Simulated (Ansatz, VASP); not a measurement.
## Two plane-wave programs on Ga4SbAs3

Contents of INCAR:

```
ALGO = Normal
EDIFF = 1E-6
ENCUT = 520
GGA = PE
ISIF = 2
ISMEAR = 0
LASPH = True
LCHARG = False
LREAL = False
LWAVE = False
NBANDS = 46
NELM = 100
PREC = Accurate
SIGMA = 0.2
```

The input KPOINTS:

```
k-points
0
Gamma
  6 6 2
```

The input POSCAR:

```
Ga4SbAs3
1.0
    4.1484388000      0.0000000000      0.0000000000
    0.0000000000      4.1484388000      0.0000000000
    0.0000000000      0.0000000000     11.7292885000
Ga Sb As
4 1 3
Direct
    0.5000000000      0.0000000000      0.6385310000
    0.0000000000      0.5000000000      0.8796450000
    0.5000000000      0.0000000000      0.1203550000
    0.0000000000      0.5000000000      0.3614690000
    0.0000000000      0.0000000000      0.5000000000
    0.0000000000      0.0000000000      0.0000000000
    0.5000000000      0.5000000000      0.2409650000
    0.5000000000      0.5000000000      0.7590350000
```

Input for Ansatz:

```yaml
crystal:
  lattice:
    - [4.1484388, 0.0, 0.0]
    - [0.0, 4.1484388, 0.0]
    - [0.0, 0.0, 11.7292885]
  atoms:
    - { symbol: Ga, position: [0.5, 0.0, 0.638531] }
    - { symbol: Ga, position: [0.0, 0.5, 0.879645] }
    - { symbol: Ga, position: [0.5, 0.0, 0.120355] }
    - { symbol: Ga, position: [0.0, 0.5, 0.361469] }
    - { symbol: Sb, position: [0.0, 0.0, 0.5] }
    - { symbol: As, position: [0.0, 0.0, 0.0] }
    - { symbol: As, position: [0.5, 0.5, 0.240965] }
    - { symbol: As, position: [0.5, 0.5, 0.759035] }
basis:
  ecutwfc: 420
kpoints:
  mp_grid: { grid: [6, 6, 2] }
hamiltonian:
  xc: pbe
scf:
  occupations: { method: gaussian, width: 0.2 }
  lower_state_search: "off"
output:
  forces: true
  stress: true
  eigenvalues: true
```

Alike in both runs: task single point; functional PBE; k mesh 6 × 6 × 2; occupations gaussian, width 0.2 eV; no spin polarisation.

|  | VASP | Ansatz |
| --- | --- | --- |
| version | VASP 6.6.1 | Ansatz 0.2.0 |
| potentials or method | VASP PAW PBE potentials, release 64 (Ga_d, Sb, As), cutoff 520 eV | scalar-relativistic, plane waves, PAW |
| valence electrons in the cell | 72 | 112 |

```csv
,VASP,Ansatz,Ansatz less VASP
gap on the k mesh at the Fermi level (eV),none,none,-
pressure (GPa),0.2,0.1,-0.12
"traceless stress, the component that is largest in VASP (GPa)",-0.10,-0.09,+0.001
rms of the force components (eV/Å),0.003,0.004,+0.0010
```

Atom by atom the forces differ by 0.001 eV/Å (rms over components). A gap of «none» marks a metal or a gap that the smearing closes. VASP's potentials hold 72 valence electrons a cell and Ansatz's 112, so a difference there can come from the potentials and not from the codes.

Spin-orbit coupling is off throughout.
